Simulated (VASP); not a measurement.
Input of a VASP 6.6.1 run:

File INCAR:

```
PREC = Accurate
ENCUT = 600
EDIFF = 1E-6
ISMEAR = 0
SIGMA = 0.1
LREAL = F
LASPH = T
NELM = 80
ALGO = Normal
ISIF = 3
LWAVE = F
LCHARG = F
GGA = PE
IBRION = 2
NSW = 100
EDIFFG = -0.005
```

Contents of KPOINTS:

```
Automatic mesh
0
Gamma
  18 18 18
```

Contents of POSCAR:

```
Mo
1.0
   -1.5734150000      1.5734150000      1.5734150000
    1.5734150000     -1.5734150000      1.5734150000
    1.5734150000      1.5734150000     -1.5734150000
Mo
1
Direct
    0.0000000000      0.0000000000      0.0000000000
```

Potentials or basis: VASP PAW PBE potentials, release 64 (Mo_sv).

The run is started by

```console
$ cat potpaw_PBE.64/Mo_sv/POTCAR > POTCAR
$ mpirun -np 1 vasp_std > vasp.out
```

Q: Estimate the relaxed cell.

A: a = 2.738 Å, b = 2.738 Å, c = 2.738 Å, α = 109.47°, β = 109.47°, γ = 109.47°.

Q: Predict the band gap on the k mesh.

A: Zero (band 7 reaches 16.33 eV, above the bottom of band 8 at 11.07 eV).

Q: Estimate the space group after relaxing (to 0.05 Å).

A: Im-3m (No. 229).

Q: Predict the relaxed volume.

A: 15.81 Å³/atom.

Step by step:
```
step  energy change (eV)  largest force (eV/Å)  pressure (GPa)  volume (Å³)
   1              0.0000                0.0000            3.89        15.58
   2              0.0170                0.0000           -9.49        16.45
   3             -0.0027                0.0000           -0.05        15.81
   4             -0.0027                0.0000           -0.02        15.81
```

PBE usually gives volumes a little too large and moduli too small. Zero-point motion and thermal expansion aren't in these numbers.
